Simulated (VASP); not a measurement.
BaScO2F, 5 atoms in the cell. It takes space group P4/mmm (No. 123, tetragonal). The conventional cell has a = 4.207 Å, b = 4.207 Å, c = 4.296 Å, α = 90.00°, β = 90.00°, γ = 90.00°. Ba (site symmetry 4/mmm) has 4 F at 2.97 Å and 8 O at 3.01 Å and 8 Sc at 3.67 Å within 3.9 Å. Sc (site symmetry 4/mmm) has 4 O at 2.10 Å and 2 F at 2.15 Å within 2.8 Å. Within 2.8 Å of O (site symmetry mmm) lie 2 Sc at 2.10 Å. Within 2.8 Å of F (site symmetry 4/mmm) lie 2 Sc at 2.15 Å.  This cell differs from its parent crystal: strain +0.0200 x Voigt [0, 0, 1, 0, 0, 0].

- Program: VASP 6.6.1
- Task: single point
- Functional: LDA
- Potentials or basis: VASP PAW LDA potentials, release 64 (Ba_sv, Sc_sv, O, F)
- Cutoff: 520 eV
- k mesh: 6 × 6 × 6
- Occupations: gaussian, width 0.05 eV
- Spin: no spin polarisation
- Dipole correction: no
- Further INCAR settings: ALGO = Normal; EDIFF = 1e-06; NBANDS = 28

Potentials or basis: VASP PAW LDA potentials, release 64 (Ba_sv, Sc_sv, O, F).

Launch:

```console
$ cat potpaw_LDA.64/Ba_sv/POTCAR potpaw_LDA.64/Sc_sv/POTCAR potpaw_LDA.64/O/POTCAR potpaw_LDA.64/F/POTCAR > POTCAR
$ mpirun -np 1 vasp_std > vasp.out
```

Hardware: 1 thread of Intel(R) Xeon(R) 6975P-C (Granite Rapids) (shared host).

Estimate the wall time of this run.

It took 25 s on 1 thread of Intel(R) Xeon(R) 6975P-C (Granite Rapids), with other jobs on the host, peak memory 0.22 GiB. Counts: scf iterations 15, k points 40.
